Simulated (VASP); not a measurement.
# CoSi (CsCl type) (Pm-3m) in VASP: a series of runs

CoSi (CsCl type) is run at these levels: r2SCAN; tasks: single point, relaxation of cell and atoms.

Everything below comes from runs of VASP 6.6.1. Logs are shortened: lines on timing, memory, paths and dates and some standing lists are left out, and cuts for length are marked.

### Step 1. The cell of the first run

It takes space group Pm-3m (No. 221, cubic). The conventional cell has a = 2.763 Å, b = 2.763 Å, c = 2.763 Å, α = 90.00°, β = 90.00°, γ = 90.00°. Co (site symmetry m-3m) has 8 Si at 2.39 Å and 6 Co at 2.76 Å within 3.2 Å. Within 3.2 Å of Si (site symmetry m-3m) lie 8 Co at 2.39 Å and 6 Si at 2.76 Å.

### Step 2. Single point, r2SCAN, collinear spin, ferromagnetic start

POSCAR

```
CoSi
1.0
    2.7625158911      0.0000000000      0.0000000000
    0.0000000000      2.7625158911      0.0000000000
    0.0000000000      0.0000000000      2.7625158911
Co Si
1 1
Direct
    0.0000000000      0.0000000000      0.0000000000
    0.5000000000      0.5000000000      0.5000000000
```

INCAR.step1

```
SYSTEM = CoSi
PREC     = Accurate       ! precision mode
ENCUT    = 520            ! plane-wave cutoff, eV
ISMEAR   = -1             ! smearing method
SIGMA    = 0.05           ! smearing width, eV
LREAL    = .False.        ! projectors in reciprocal space
LASPH    = .True.         ! aspherical terms in the spheres
NELM     = 150            ! most SCF steps
ISPIN    = 2              ! spin polarisation
MAGMOM   = 1.7 0          ! initial moments
LMAXMIX  = 4              ! l up to which the mixer works
NBANDS   = 18             ! bands
GGA      = PE             ! functional
ALGO     = Normal         ! electronic algorithm
EDIFF    = 1E-4           ! SCF threshold, eV
LWAVE    = .True.         ! write WAVECAR
LCHARG   = .False.        ! write CHGCAR
```

INCAR.step2

```
SYSTEM = CoSi
PREC     = Accurate       ! precision mode
ENCUT    = 520            ! plane-wave cutoff, eV
EDIFF    = 1E-6           ! SCF threshold, eV
ISMEAR   = -1             ! smearing method
SIGMA    = 0.05           ! smearing width, eV
LREAL    = .False.        ! projectors in reciprocal space
LASPH    = .True.         ! aspherical terms in the spheres
NELM     = 150            ! most SCF steps
ALGO     = Normal         ! electronic algorithm
ISIF     = 2              ! what is computed and relaxed
LWAVE    = .False.        ! write WAVECAR
LCHARG   = .True.         ! write CHGCAR
ISPIN    = 2              ! spin polarisation
MAGMOM   = 1.7 0          ! initial moments
LORBIT   = 11             ! projections on sites
LMAXMIX  = 4              ! l up to which the mixer works
METAGGA  = R2SCAN         ! meta-GGA
LMIXTAU  = .True.       
LELF     = .True.         ! ELF
LVHAR    = .True.       
NBANDS   = 18             ! bands
ISTART   = 1
```

KPOINTS

```
regular mesh
0
Gamma
  14 14 14
  0 0 0
```

Potentials or basis: VASP PAW PBE potentials, release 64 (Co, Si).

Command:

```
$ cat potpaw_PBE.64/Co/POTCAR potpaw_PBE.64/Si/POTCAR > POTCAR
$ cp INCAR.step1 INCAR
$ mpirun -np 1 vasp_std > vasp.out
$ cp INCAR.step2 INCAR
$ mpirun -np 1 vasp_std > vasp.out
```

OUTCAR:

```text
SYSTEM = CoSi
   PREC = Accurate
   ENCUT = 520
   EDIFF = 1E-6
   ISMEAR = -1
   LREAL = .False.
   LASPH = .True.
   NELM = 150
   ISIF = 2
   ISPIN = 2
   LORBIT = 11
   METAGGA = R2SCAN
   ISTART = 1

 ion  position               nearest neighbor table
   1  0.000  0.000  0.000-   2 2.39   2 2.39   2 2.39   2 2.39   2 2.39   2 2.39   2 2.39   2 2.39

   2  0.500  0.500  0.500-   1 2.39   1 2.39   1 2.39   1 2.39   1 2.39   1 2.39   1 2.39   1 2.39

  LATTYP: Found a simple cubic cell.
 ALAT       =     2.7625158911

  Lattice vectors:

 A1 = (   2.7625158911,   0.0000000000,   0.0000000000)
 A2 = (   0.0000000000,   2.7625158911,   0.0000000000)
 A3 = (   0.0000000000,   0.0000000000,   2.7625158911)

Analysis of symmetry for initial positions (statically):
=====================================================================
 Subroutine PRICEL returns:
 Original cell was already a primitive cell.

 Routine SETGRP: Setting up the symmetry group for a
 simple cubic supercell.

 Subroutine GETGRP returns: Found 48 space group operations
 (whereof 48 operations were pure point group operations)
 out of a pool of 48 trial point group operations.

The static configuration has the point symmetry O_h .

Analysis of symmetry for dynamics (positions and initial velocities):
=====================================================================
 Subroutine PRICEL returns:
 Original cell was already a primitive cell.

 Routine SETGRP: Setting up the symmetry group for a
 simple cubic supercell.

 Subroutine GETGRP returns: Found 48 space group operations
 (whereof 48 operations were pure point group operations)
 out of a pool of 48 trial point group operations.

The dynamic configuration has the point symmetry O_h .

Analysis of structural, dynamic, and magnetic symmetry:
=====================================================================
 Subroutine PRICEL returns:
 Original cell was already a primitive cell.

 Routine SETGRP: Setting up the symmetry group for a
 simple cubic supercell.

 Subroutine GETGRP returns: Found 48 space group operations
 (whereof 48 operations were pure point group operations)
 out of a pool of 48 trial point group operations.

The overall configuration has the point symmetry O_h .

 Subroutine INISYM returns: Found 48 space group operations
 (whereof 48 operations are pure point group operations),
 and found     1 'primitive' translations

----------------------------------------------------------------------------------------

                                     Primitive cell

  volume of cell :      21.0821

  direct lattice vectors                    reciprocal lattice vectors
     2.762515891  0.000000000  0.000000000     0.361988868  0.000000000  0.000000000
     0.000000000  2.762515891  0.000000000     0.000000000  0.361988868  0.000000000
     0.000000000  0.000000000  2.762515891     0.000000000  0.000000000  0.361988868

  length of vectors
     2.762515891  2.762515891  2.762515891     0.361988868  0.361988868  0.361988868

  position of ions in fractional coordinates (direct lattice)
     0.000000000  0.000000000  0.000000000
     0.500000000  0.500000000  0.500000000

  ion indices of the primitive-cell ions
   primitive index   ion index
                 1           1
                 2           2

----------------------------------------------------------------------------------------

 KPOINTS: regular mesh

Automatic generation of k-mesh.
 Grid dimensions read from file:
 generate k-points for:   14   14   14

 Generating k-lattice:

  Cartesian coordinates                     Fractional coordinates (reciprocal lattice)
     0.025856348  0.000000000  0.000000000     0.071428571  0.000000000  0.000000000
     0.000000000  0.025856348  0.000000000     0.000000000  0.071428571  0.000000000
     0.000000000  0.000000000  0.025856348     0.000000000  0.000000000  0.071428571

  Length of vectors
     0.025856348  0.025856348  0.025856348

  Shift w.r.t. Gamma in fractional coordinates (k-lattice)
     0.000000000  0.000000000  0.000000000

 Subroutine IBZKPT returns following result:
 ===========================================

 Found    120 irreducible k-points:

 Following reciprocal coordinates:
            Coordinates               Weight
  0.000000  0.000000  0.000000      1.000000
  0.071429  0.000000  0.000000      6.000000
  0.142857  0.000000  0.000000      6.000000
  0.214286  0.000000  0.000000      6.000000
  0.285714  0.000000  0.000000      6.000000
  0.357143  0.000000  0.000000      6.000000
[... 16 lines left out ...]
  0.285714  0.214286  0.000000     24.000000
  0.357143  0.214286  0.000000     24.000000
 [... further k-points ...]
   k-points           NKPTS =    120   k-points in BZ     NKDIM =    120   number of bands    NBANDS=     18
   number of dos      NEDOS =    301   number of ions     NIONS =      2
   total plane-waves  NPLWV =  13824
   dimension x,y,z NGX =    24 NGY =   24 NGZ =   24
[... 28 lines left out ...]
   EFERMI =   0.00;   METHOD = LEGACY
   ISMEAR =    -1;   SIGMA  =   0.05  broadening in eV -4-tet -1-fermi 0-gaus
   EFERMI_NEDOS =   21; number of points for ismear=-14 and -15
   IALGO  =     38    algorithm
   IMIX   =      4    mixing-type and parameters
     AMIX     =   0.40;   BMIX     =  1.00
     AMIX_MAG =   1.60;   BMIX_MAG =  1.00
  volume/ion in A,a.u.               =      10.54        71.13
  Fermi-wavevector in a.u.,A,eV,Ry     =   1.393428  2.633197 26.417633  1.941641
  Thomas-Fermi vector in A             =   2.517075
   LORBIT       =     11    0 simple, 1 ext, 2 COOP (PROOUT), +10 PAW based schemes
   METAGGA = R2SCAN    functional components
   LHFCALC =     F    Hartree Fock is set to
   AEXX    =    0.0000 exact exchange contribution
   IVDW    =     0    specifies the selected vdW correction
   LEPSILON=     F    determine dielectric tensor
   LRPA    =     F    only Hartree local field effects (RPA)
 spin polarized calculation
  energy-cutoff  :      520.00
  volume of cell :       21.08
 maximum number of plane-waves:       587
 NGX is ok and might be reduce to    24
   NGX = 11   NGY = 11   NGZ = 11

 number of electron      13.0000003 magnetization       0.9051691

 Free energy of the ion-electron system (eV)
  ---------------------------------------------------
  ext. energy  EPLUGINS =         0.00000000
  ---------------------------------------------------
  free energy    TOTEN  =       -22.68433615 eV

  energy without entropy =      -22.67905738  energy(sigma->0) =      -22.68169677

 E-fermi :  13.5609     XC(G=0): -14.1343

 val. band max:       13.4521765239   @ k =   0.4286   0.4286   0.3571
 cond. band min:      13.5734503342   @ k =   0.5000   0.4286   0.4286
 fundamental gap:      0.1212738104
 Fermi energy:        13.5609157040

 spin component 1

 k-point     1 :       0.0000    0.0000    0.0000
  band No.  band energies     occupation
      1      -2.0621      1.00000
      2       8.1498      1.00000
      3       8.1498      1.00000
      4      11.0596      1.00000
      5      11.0596      1.00000
      6      11.0596      1.00000
[... 10 lines left out ...]
     17      37.8875      0.00000
     18      37.8875      0.00000
[... 463 lines left out ...]
 k-point    24 :       0.3571    0.2143    0.0000
  band No.  band energies     occupation
      1       1.2595      1.00000
      2       6.2434      1.00000
      3       8.5129      1.00000
      4       9.4813      1.00000
      5      10.1360      1.00000
      6      10.7582      1.00000
[... 10 lines left out ...]
     17      36.6563      0.00000
     18      40.2696      0.00000

 [... further k-points ...]

 spin component 2

 k-point     1 :       0.0000    0.0000    0.0000
  band No.  band energies     occupation
      1      -2.1326      1.00000
      2       9.6345      1.00000
      3       9.6345      1.00000
      4      11.7291      1.00000
      5      11.7291      1.00000
      6      11.7291      1.00000
[... 10 lines left out ...]
     17      37.8606      0.00000
     18      37.8606      0.00000
[... 463 lines left out ...]
 k-point    24 :       0.3571    0.2143    0.0000
  band No.  band energies     occupation
      1       1.2285      1.00000
      2       6.4420      1.00000
      3       9.2434      1.00000
      4      10.7033      1.00000
      5      10.8070      1.00000
      6      11.3935      1.00000
[... 10 lines left out ...]
     17      36.8661      0.00000
     18      40.4917      0.00000

 [... further k-points ...]

------------------------ aborting loop because EDIFF is reached ----------------------------------------

  FORCE on cell =-STRESS in cart. coord.  units (eV):
  Direction    XX          YY          ZZ          XY          YZ          ZX
  --------------------------------------------------------------------------------------
  -------------------------------------------------------------------------------------
  Total        0.0061142      0.0061142      0.0061142      0.0000000     -0.0000000      0.0000000
  in kB        0.4646596      0.4646596      0.4646596      0.0000000     -0.0000000      0.0000000
  external PRESSURE =       0.4646596 kB  Pullay stress =       0.0000000 kB

 VOLUME and BASIS-vectors are now :
 -----------------------------------------------------------------------------
  energy-cutoff  :      520.00
  volume of cell :       21.08
      direct lattice vectors                 reciprocal lattice vectors
     2.762515891  0.000000000  0.000000000     0.361988868  0.000000000  0.000000000
     0.000000000  2.762515891  0.000000000     0.000000000  0.361988868  0.000000000
     0.000000000  0.000000000  2.762515891     0.000000000  0.000000000  0.361988868

 POSITION                                       TOTAL-FORCE (eV/Angst)
 -----------------------------------------------------------------------------------
      0.00000      0.00000      0.00000         0.000000      0.000000      0.000000
      1.38126      1.38126      1.38126         0.000000      0.000000      0.000000
 -----------------------------------------------------------------------------------
    total drift:                               -0.000000      0.000000      0.000000

  FREE ENERGIE OF THE ION-ELECTRON SYSTEM (eV)
  ---------------------------------------------------
  free  energy   TOTEN  =       -22.6843361494 eV

  energy  without entropy=      -22.6790573823  energy(sigma->0) =      -22.68169677

 total charge

# of ion       s       p       d       tot
------------------------------------------
    1        0.465   0.672   7.542   8.678
    2        0.694   0.887   0.000   1.581
--------------------------------------------------
tot          1.159   1.558   7.542  10.259

 magnetization (x)

# of ion       s       p       d       tot
------------------------------------------
    1        0.007  -0.002   0.930   0.934
    2        0.007   0.027   0.000   0.033
--------------------------------------------------
tot          0.013   0.025   0.930   0.968
```

It took 100 s on 1 thread of Intel Xeon 6975P-C (Granite Rapids), shared host; peak memory 0.2 GiB.

Results:

```yaml
Free_energy: -22.6843 eV
Pressure: 0.0 GPa
Net_moment: 0.91 μB per cell
Site_moments: Co +0.93; Si +0.03 μB
Valence_electrons_inside_the_program's_atomic_spheres: Co 8.68; Si 1.58
```

Levels at points of the mesh, in eV from the Fermi level:
Spin up:
```
           k point  band 5  band 6  band 7  band 8  band 9  band 10
(0.00, 0.00, 0.00)   -2.50   -2.50    2.82    2.82    2.82     7.04
(0.50, 0.00, 0.00)   -3.76   -2.35   -2.01    6.47    8.22     8.22
(0.50, 0.50, 0.00)   -3.32   -3.32   -2.41    0.81    0.96     8.48
(0.50, 0.50, 0.50)   -2.37   -1.68    0.87    0.87    0.87     2.91
```
Spin down:
```
           k point  band 4  band 5  band 6  band 7  band 8  band 9
(0.00, 0.00, 0.00)   -1.83   -1.83   -1.83    2.88    2.88    2.88
(0.50, 0.00, 0.00)   -3.22   -2.90   -1.67    0.27    6.54    8.47
(0.50, 0.50, 0.00)   -4.33   -2.73   -2.73    0.02    1.42    2.22
(0.50, 0.50, 0.50)   -1.54    0.07    0.07    0.69    0.69    0.69
```

Caveat: the PAW data sets were made with another functional, which shifts forces and pressure a little.

### Step 3. Single point, r2SCAN, collinear spin, ferromagnetic start (10.54 Å³/atom)

POSCAR

```
CoSi
1.0
    2.7625158910      0.0000000000      0.0000000000
    0.0000000000      2.7625158910      0.0000000000
    0.0000000000      0.0000000000      2.7625158910
Co Si
1 1
Direct
    0.0000000000      0.0000000000      0.0000000000
    0.5000000000      0.5000000000      0.5000000000
```

INCAR.step1

```
SYSTEM = CoSi
ALGO = Normal
EDIFF = 1E-4
ENCUT = 520
GGA = PE
ISMEAR = -1
ISPIN = 2
LASPH = .TRUE.
LCHARG = .FALSE.
LMAXMIX = 4
LREAL = .FALSE.
LWAVE = .TRUE.
MAGMOM = 1.7 0
NBANDS = 18
NELM = 150
PREC = Accurate
SIGMA = 0.05
```

INCAR.step2

```
SYSTEM = CoSi
ALGO = Normal
EDIFF = 1E-6
ENCUT = 520
ISIF = 2
ISMEAR = -1
ISPIN = 2
ISTART = 1
LASPH = .TRUE.
LCHARG = .TRUE.
LELF = .TRUE.
LMAXMIX = 4
LMIXTAU = .TRUE.
LORBIT = 11
LREAL = .FALSE.
LVHAR = .TRUE.
LWAVE = .FALSE.
MAGMOM = 1.7 0
METAGGA = R2SCAN
NBANDS = 18
NELM = 150
PREC = Accurate
SIGMA = 0.05
```

KPOINTS

```
k-points
0
G
  14 14 14
  0 0 0
```

Potentials or basis: VASP PAW PBE potentials, release 64 (Co, Si).

Command:

```
$ cat potpaw_PBE.64/Co/POTCAR potpaw_PBE.64/Si/POTCAR > POTCAR
$ cp INCAR.step1 INCAR
$ mpirun -np 1 vasp_std > vasp.out
$ cp INCAR.step2 INCAR
$ mpirun -np 1 vasp_std > vasp.out
```

It took 1.7 min on 1 thread of Intel Xeon 6975P-C (Granite Rapids), shared host; peak memory 0.21 GiB.

Results (log left out):

- Free energy: -22.6843 eV
- Pressure: 0.0 GPa
- Net moment: 0.91 μB per cell
- Site moments: Co +0.93; Si +0.03 μB
- Valence electrons inside the program's atomic spheres: Co 8.68; Si 1.58

Levels at points of the mesh, in eV from the Fermi level:
Spin up:
| k point | band 4 | band 5 | band 6 | band 7 | band 8 | band 9 | band 10 | band 11 |
| --- | --- | --- | --- | --- | --- | --- | --- | --- |
| (0.00, 0.00, 0.00) | -2.50 | -2.50 | -2.50 | 2.82 | 2.82 | 2.82 | 7.04 | 7.04 |
| (0.50, 0.00, 0.00) | -3.76 | -3.76 | -2.35 | -2.01 | 6.47 | 8.22 | 8.22 | 9.53 |
| (0.50, 0.50, 0.00) | -5.33 | -3.32 | -3.32 | -2.41 | 0.81 | 0.96 | 8.48 | 14.06 |
| (0.50, 0.50, 0.50) | -2.37 | -2.37 | -1.68 | 0.87 | 0.87 | 0.87 | 2.91 | 2.91 |
Spin down:
| k point | band 3 | band 4 | band 5 | band 6 | band 7 | band 8 | band 9 | band 10 |
| --- | --- | --- | --- | --- | --- | --- | --- | --- |
| (0.00, 0.00, 0.00) | -3.93 | -1.83 | -1.83 | -1.83 | 2.88 | 2.88 | 2.88 | 7.80 |
| (0.50, 0.00, 0.00) | -3.22 | -3.22 | -2.90 | -1.67 | 0.27 | 6.54 | 8.47 | 8.47 |
| (0.50, 0.50, 0.00) | -6.21 | -4.33 | -2.73 | -2.73 | 0.02 | 1.42 | 2.22 | 8.61 |
| (0.50, 0.50, 0.50) | -6.77 | -1.54 | 0.07 | 0.07 | 0.69 | 0.69 | 0.69 | 3.42 |

Caveat: the PAW data sets were made with another functional, which shifts forces and pressure a little.

### Step 4. Relaxation of cell and atoms, r2SCAN, collinear spin, ferromagnetic start

This run uses another cell than the first one, of 10.00 Å³/atom.

POSCAR

```
CoSi
1.0
    2.7144176166      0.0000000000      0.0000000000
    0.0000000000      2.7144176166      0.0000000000
    0.0000000000      0.0000000000      2.7144176166
Co Si
1 1
Direct
    0.0000000000      0.0000000000      0.0000000000
    0.5000000000      0.5000000000      0.5000000000
```

INCAR.step1

```
PREC = Accurate
ENCUT = 600
ISMEAR = -1
SIGMA = 0.05
LREAL = F
LASPH = T
NELM = 150
ISPIN = 2
MAGMOM = 1.7 0
LMAXMIX = 4
GGA = PE
ALGO = Normal
EDIFF = 1E-4
LWAVE = T
LCHARG = F
```

INCAR.step2

```
PREC = Accurate
ENCUT = 600
EDIFF = 1E-6
ISMEAR = -1
SIGMA = 0.05
LREAL = F
LASPH = T
NELM = 150
ALGO = Normal
ISIF = 3
LWAVE = F
LCHARG = F
ISPIN = 2
MAGMOM = 1.7 0
LORBIT = 11
LMAXMIX = 4
METAGGA = R2SCAN
LMIXTAU = T
IBRION = 2
NSW = 60
EDIFFG = -0.005
ISTART = 1
```

KPOINTS

```
regular mesh
0
Gamma
  14 14 14
```

Command:

```
$ cat potpaw_PBE.64/Co/POTCAR potpaw_PBE.64/Si/POTCAR > POTCAR
$ cp INCAR.step1 INCAR
$ mpirun -np 1 vasp_std > vasp.out
$ cp INCAR.step2 INCAR
$ mpirun -np 1 vasp_std > vasp.out
```

Run time: 7.4 min. Hardware: 1 thread of Intel Xeon Platinum 8488C (Sapphire Rapids), shared host; peak memory 0.2 GiB.

It converged, with:

```
Free energy                                           : -22.6843 eV
Relaxed volume                                        : 10.54 Å³/atom
Relaxed cell                                          : a = 2.763 Å, b = 2.763 Å, c = 2.763 Å, α = 90.00°, β = 90.00°, γ = 90.00°
Space group after relaxing (to 0.1 Å)                 : Pm-3m (No. 221)
Energy gained by relaxing                             : 21.0 meV/atom
Ionic steps                                           : 3
Pressure after relaxing                               : 0.0 GPa
Net moment                                            : 0.90 μB per cell
Site moments                                          : Co +0.93; Si +0.03 μB
Valence electrons inside the program's atomic spheres : Co 8.68; Si 1.58
```

Step by step:
```csv
step,energy change (eV),largest force (eV/Å),pressure (GPa),volume (Å³)
1,0.0000,0.0000,12.92,20.00
2,0.0121,0.0000,-12.06,22.43
3,-0.0421,0.0000,-0.03,21.09
```

Final structure:
```xyz
2
Lattice="2.7628 0.0000 0.0000 0.0000 2.7628 0.0000 0.0000 0.0000 2.7628" Properties=species:S:1:pos:R:3 pbc="T T T"
Co    0.0000    0.0000    0.0000
Si    1.3814    1.3814    1.3814
```

Levels at points of the mesh, in eV from the Fermi level:
Spin up:
```tsv
k point	band 3	band 4	band 5	band 6	band 7	band 8	band 9	band 10	band 11
(0.00, 0.00, 0.00)	-5.41	-2.50	-2.50	-2.50	2.82	2.82	2.82	7.04	7.04
(0.50, 0.00, 0.00)	-4.70	-3.75	-3.75	-2.35	-2.01	6.47	8.22	8.22	9.53
(0.50, 0.50, 0.00)	-6.15	-5.33	-3.32	-3.32	-2.41	0.81	0.96	8.48	14.06
(0.50, 0.50, 0.50)	-7.02	-2.37	-2.37	-1.68	0.87	0.87	0.87	2.91	2.91
```
Spin down:
| k point | band 4 | band 5 | band 6 | band 7 | band 8 | band 9 |
| --- | --- | --- | --- | --- | --- | --- |
| (0.00, 0.00, 0.00) | -1.83 | -1.83 | -1.83 | 2.88 | 2.88 | 2.88 |
| (0.50, 0.00, 0.00) | -3.22 | -2.90 | -1.67 | 0.27 | 6.54 | 8.46 |
| (0.50, 0.50, 0.00) | -4.32 | -2.73 | -2.73 | 0.02 | 1.42 | 2.22 |
| (0.50, 0.50, 0.50) | -1.54 | 0.07 | 0.07 | 0.69 | 0.69 | 0.69 |

Caveat: the PAW data sets were made with another functional, which shifts forces and pressure a little.
